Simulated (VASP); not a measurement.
Input of a VASP 6.6.1 run:

POSCAR

```
CuAu
1.0
    2.8259604271      0.0000000000      0.0000000000
    0.0000000000      2.8259604271      0.0000000000
    0.0000000000      0.0000000000      3.6388645203
Cu Au
1 1
Direct
    0.5000000000      0.5000000000      0.5000000000
    0.0000000000      0.0000000000      0.0000000000
```

Contents of INCAR.step1:

```
ALGO     = Normal         # electronic algorithm
EDIFF    = 1E-4           # SCF threshold, eV
ENCUT    = 520            # plane-wave cutoff, eV
GGA      = PE             # functional
ISMEAR   = -1             # smearing method
LASPH    = True           # aspherical terms in the spheres
LCHARG   = False          # write CHGCAR
LREAL    = False          # projectors in reciprocal space
LWAVE    = True           # write WAVECAR
NBANDS   = 18             # bands
NELM     = 80             # most SCF steps
PREC     = Accurate       # precision mode
SIGMA    = 0.1            # smearing width, eV
```

File INCAR.step2:

```
ALGO     = Normal         # electronic algorithm
EDIFF    = 1E-7           # SCF threshold, eV
ENCUT    = 520            # plane-wave cutoff, eV
ISIF     = 2              # what is computed and relaxed
ISMEAR   = -1             # smearing method
ISTART   = 1            
LASPH    = True           # aspherical terms in the spheres
LCHARG   = False          # write CHGCAR
LMIXTAU  = True         
LREAL    = False          # projectors in reciprocal space
LWAVE    = False          # write WAVECAR
METAGGA  = R2SCAN         # meta-GGA
NBANDS   = 18             # bands
NELM     = 80             # most SCF steps
PREC     = Accurate       # precision mode
SIGMA    = 0.1            # smearing width, eV
```

The input KPOINTS:

```
k-points
0
Gamma
  11 11 9
```

Potentials or basis: VASP PAW PBE potentials, release 64 (Cu, Au).

The run is started by

```bash
$ cat potpaw_PBE.64/Cu/POTCAR potpaw_PBE.64/Au/POTCAR > POTCAR
$ cp INCAR.step1 INCAR
$ mpirun -np 1 vasp_std > vasp.out
$ cp INCAR.step2 INCAR
$ mpirun -np 1 vasp_std > vasp.out
```

Problem. Predict the pressure.

Solution. 0.3 GPa.

Problem. What does it give for the band gap on the k mesh?

Solution. Zero (band 11 reaches 12.67 eV, above the bottom of band 12 at 6.51 eV).

Caveat: the PAW data sets were made with another functional, which shifts forces and pressure a little; spin-orbit coupling is left out, which moves the levels of the heavy elements.
